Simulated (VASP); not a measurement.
Set up this calculation in VASP 6.6.1, as the native input.

- Task: single point
- Functional: PBEsol
- Potentials or basis: VASP PAW PBE potentials, release 64 (Sb)
- Cutoff: 520 eV
- k mesh: 8 × 8 × 8
- Occupations: fermi-dirac, width 0.05 eV
- Spin: no spin polarisation
- Dipole correction: no
- Further INCAR settings: ALGO = Normal; EDIFF = 1e-06; NBANDS = 8

The structure of Sb lies in POSCAR:

```
Sb
1.0
    3.0954921035      0.0000000000      0.0000000000
    0.0000000000      3.0954921035      0.0000000000
    0.0000000000      0.0000000000      3.0954921035
Sb
1
Direct
    0.0000000000      0.0000000000      0.0000000000
```

This cell differs from its parent crystal: volume scaled by 0.94.

The input as run:

INCAR

```
PREC = Accurate
ENCUT = 520
EDIFF = 1E-6
ISMEAR = -1
SIGMA = 0.05
LREAL = F
LASPH = T
NELM = 60
ALGO = Normal
ISIF = 2
LWAVE = F
LCHARG = F
GGA = PS
NBANDS = 8
```

KPOINTS

```
Automatic mesh
0
Gamma
  8 8 8
```

Potentials or basis: VASP PAW PBE potentials, release 64 (Sb).

The run is started by

```console
$ cat potpaw_PBE.64/Sb/POTCAR > POTCAR
$ mpirun -np 1 vasp_std > vasp.out
```

Results of the run:

```
Pressure : -1.5 GPa
```

Caveat: the PAW data sets were made with another functional, which shifts forces and pressure a little.

Wall time 2.2 s on 1 thread of Intel(R) Xeon(R) 6975P-C (Granite Rapids), with other jobs on the host, peak memory 0.13 GiB.
